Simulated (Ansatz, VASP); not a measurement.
# One calculation of Ga2Mo, two programs

Contents of INCAR:

```
ALGO     = Normal         # electronic algorithm
EDIFF    = 1E-7           # SCF threshold, eV
EDIFFG   = -0.04          # ionic threshold
ENCUT    = 600            # plane-wave cutoff, eV
GGA      = PE             # functional
IBRION   = 2              # ionic algorithm
ISIF     = 3              # what is computed and relaxed
ISMEAR   = 0              # smearing method
LASPH    = T              # aspherical terms in the spheres
LCHARG   = F              # write CHGCAR
LREAL    = F              # projectors in reciprocal space
LWAVE    = F              # write WAVECAR
NELM     = 60             # most SCF steps
NSW      = 90             # ionic steps
PREC     = Accurate       # precision mode
SIGMA    = 0.1            # smearing width, eV
```

KPOINTS

```
k-points
0
Gamma
  6 6 6
```

Contents of POSCAR:

```
Ga2Mo
1.0
    4.5078758687      0.0000000000      0.0000000000
   -2.2539379344      3.9039350195      0.0000000000
    0.0000000000      0.0000000000      2.8656140924
Ga Mo
2 1
Direct
    0.3333333333      0.6666666667      0.5000000000
    0.6666666667      0.3333333333      0.5000000000
    0.0000000000      0.0000000000      0.0000000000
```

Input for Ansatz:

```yaml
crystal:
  lattice:
    - [4.5078758687, 0.0, 0.0]
    - [-2.2539379344, 3.9039350195, 0.0]
    - [0.0, 0.0, 2.8656140924]
  atoms:
    - { symbol: Ga, position: [0.3333333333, 0.6666666667, 0.5] }
    - { symbol: Ga, position: [0.6666666667, 0.3333333333, 0.5] }
    - { symbol: Mo, position: [0.0, 0.0, 0.0] }
basis:
  ecutwfc: 420
kpoints:
  mp_grid: { grid: [6, 6, 6] }
hamiltonian:
  xc: pbe
scf:
  occupations: { method: gaussian, width: 0.1 }
  lower_state_search: "off"
output:
  forces: true
  stress: true
  eigenvalues: true
relax:
  adjacent_minimum: "off"
  f_tol: 0.04
  max_steps: 70
  cell: { stress_tol: 0.4 }
```

Alike in both runs: task relaxation of cell and atoms; functional PBE; k mesh 6 × 6 × 6; occupations gaussian, width 0.1 eV; no spin polarisation.

```csv
,VASP,Ansatz
version,VASP 6.6.1,Ansatz 0.2.0
potentials or method,"VASP PAW PBE potentials, release 64 (Ga_d, Mo_sv), cutoff 600 eV","scalar-relativistic, plane waves, PAW"
valence electrons in the cell,40,40
```

|  | VASP | Ansatz | Ansatz less VASP |
| --- | --- | --- | --- |
| gap on the k mesh at the Fermi level, each at its own relaxed structure (eV) | none | none | - |
| relaxed volume (Å³/atom) | 15.40 | 15.37 | -0.030 |
| relaxed cell length with the largest relative difference (Å) | 2.656 | 2.654 | -0.0017 |

A gap of «none» marks a metal or a gap that the smearing closes.

The k mesh is coarse, so the values compare programs but aren't converged.
